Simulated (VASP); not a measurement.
Set up this calculation in VASP 6.6.1, as the native input.

* Task: relaxation of cell and atoms
* Functional: PBE
* Potentials or basis: VASP PAW PBE potentials, release 64 (Zn, O)
* Cutoff: 600 eV
* k mesh: 12 × 12 × 4
* Occupations: gaussian, width 0.1 eV
* Spin: no spin polarisation
* Dipole correction: no
* Further INCAR settings: ALGO = Normal; EDIFF = 1e-07; IBRION = 2; EDIFFG = -0.01; NSW = 100; ISIF = 3

The structure of Zn4O lies in POSCAR:

```
Zn4O
1.0
    3.1068428950      0.0000000000      0.0000000000
   -1.5534214475      2.6906048726      0.0000000000
    0.0000000000      0.0000000000      8.7739663477
Zn O
4 1
Direct
    0.6666666667      0.3333333333      0.0242354834
    0.0000000000      0.0000000000      0.6998439055
    0.3333333333      0.6666666667      0.4585707881
    0.0000000000      0.0000000000      0.2379202996
    0.6666666667      0.3333333333      0.8039481835
```

The cell was built from a structure type or drawn by symmetry, and may not be a known phase.

These files were run (other wordings do the same):

INCAR

```
SYSTEM = Zn4O
  PREC = Accurate
  ENCUT = 600
  EDIFF = 1E-7
  ISMEAR = 0
  SIGMA = 0.1
  LREAL = .FALSE.
  LASPH = .TRUE.
  NELM = 100
  ALGO = Normal
  ISIF = 3
  LWAVE = .FALSE.
  LCHARG = .FALSE.
  GGA = PE
  IBRION = 2
  NSW = 100
  EDIFFG = -0.01
```

KPOINTS

```
regular mesh
0
G
  12 12 4
  0 0 0
```

Potentials or basis: VASP PAW PBE potentials, release 64 (Zn, O).

The run is started by

```bash
$ cat potpaw_PBE.64/Zn/POTCAR potpaw_PBE.64/O/POTCAR > POTCAR
$ mpirun -np 1 vasp_std > vasp.out
```

Results of the run:

```yaml
Relaxed_volume: 14.53 Å³/atom
Relaxed_cell: a = 3.045 Å, b = 3.045 Å, c = 9.047 Å, α = 90.00°, β = 90.00°, γ = 120.00°
Space_group_after_relaxing_to_0.1_Å: P3m1 (No. 156)
Energy_gained_by_relaxing: 8.5 meV/atom
Ionic_steps: 10
Pressure_after_relaxing: 0.0 GPa
Largest_force_after_relaxing: 0.005 eV/Å
Band_gap_on_the_k_mesh: zero (bands 27 and 28 overlap by 1.11 eV)
```

It took 38 min on 1 thread of Oxide Virtual Turin-like Processor, on a shared host, peak memory 0.3 GiB.
